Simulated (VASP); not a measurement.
Wanted: the native input for a VASP 6.6.1 run.

* Task: single point
* Functional: r2SCAN
* Potentials or basis: VASP PAW PBE potentials, release 64 (Li_sv)
* Cutoff: 830 eV
* k mesh: 6 × 6 × 6
* Occupations: gaussian, width 0.1 eV
* Spin: no spin polarisation
* Dipole correction: no
* Further INCAR settings: ALGO = Normal; EDIFF = 1e-06; NBANDS = 8

Li:

```xyz
1
Lattice="2.7437 0.0000 0.0000 0.0000 2.7437 0.0000 0.0000 0.0000 2.7437" Properties=species:S:1:pos:R:3 pbc="T T T"
Li    0.0000    0.0000    0.0000
```

This isn't the form of Li at room conditions, which is bcc.

These files were run (other wordings do the same):

POSCAR

```
Li
1.0
    2.7436885096      0.0000000000      0.0000000000
    0.0000000000      2.7436885096      0.0000000000
    0.0000000000      0.0000000000      2.7436885096
Li
1
Direct
    0.0000000000      0.0000000000      0.0000000000
```

INCAR.step1

```
  PREC = Accurate
  ENCUT = 830
  ISMEAR = 0
  SIGMA = 0.1
  LREAL = F
  LASPH = T
  NELM = 120
  NBANDS = 8
  GGA = PE
  ALGO = Normal
  EDIFF = 1E-5
  LWAVE = T
  LCHARG = F
  GGA_COMPAT = F
```

INCAR.step2

```
  PREC = Accurate
  ENCUT = 830
  EDIFF = 1E-6
  ISMEAR = 0
  SIGMA = 0.1
  LREAL = F
  LASPH = T
  NELM = 120
  ALGO = Normal
  ISIF = 2
  LWAVE = F
  LCHARG = F
  METAGGA = R2SCAN
  LMIXTAU = T
  NBANDS = 8
  ISTART = 1
  GGA_COMPAT = F
```

KPOINTS

```
Automatic mesh
0
Gamma
  6 6 6
```

Potentials or basis: VASP PAW PBE potentials, release 64 (Li_sv).

The run is started by

```sh
$ cat potpaw_PBE.64/Li_sv/POTCAR > POTCAR
$ cp INCAR.step1 INCAR
$ mpirun -np 1 vasp_std > vasp.out
$ cp INCAR.step2 INCAR
$ mpirun -np 1 vasp_std > vasp.out
```

It gave:

- Pressure: 0.0 GPa
- Band gap on the k mesh: zero (an odd number of electrons rules out a gap without spin polarisation)

Caveat: the k points lie up to 0.38 Å⁻¹ apart, too coarse for converged energies and pressures of a metal; the PAW data sets were made with another functional, which shifts forces and pressure a little.

Wall time 39 s on 1 thread of Intel Xeon 8259CL, on a shared host, peak memory 0.15 GiB.
